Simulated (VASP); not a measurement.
Here is a VASP 6.6.1 calculation.

File INCAR:

```
PREC = Accurate ; ENCUT = 520
EDIFF = 1E-8 ; ISMEAR = -1
SIGMA = 0.03 ; LREAL = F
LASPH = T ; NELM = 80
ALGO = Normal ; ISIF = 2
LWAVE = F ; LCHARG = F
GGA = PE ; LEFG = T
NBANDS = 14
```

Contents of KPOINTS:

```
Automatic mesh
0
Gamma
  9 9 9
```

POSCAR

```
NaCl
1.0
    2.8600000000      0.0429000000      0.0429000000
    0.0429000000      2.8600000000      0.0429000000
    0.0429000000      0.0429000000      2.8600000000
Na Cl
1 1
Direct
    0.0000000000      0.0000000000      0.0000000000
    0.5000000000      0.5000000000      0.5000000000
```

Potentials or basis: VASP PAW PBE potentials, release 64 (Na_pv, Cl).

Command:

```sh
$ cat potpaw_PBE.64/Na_pv/POTCAR potpaw_PBE.64/Cl/POTCAR > POTCAR
$ mpirun -np 1 vasp_std > vasp.out
```

(1) Estimate the band gap on the k mesh.

(2) Predict the pressure.

Results:

(1) 4.77 eV, direct.

(2) 65.6 GPa.

Caveat: the cell differs from its parent crystal (equal xy, yz and zx shear strains of +3 %); without QUAD_EFG the Cq values of the log hold for a quadrupole moment of 1 mb, not for the nuclei.
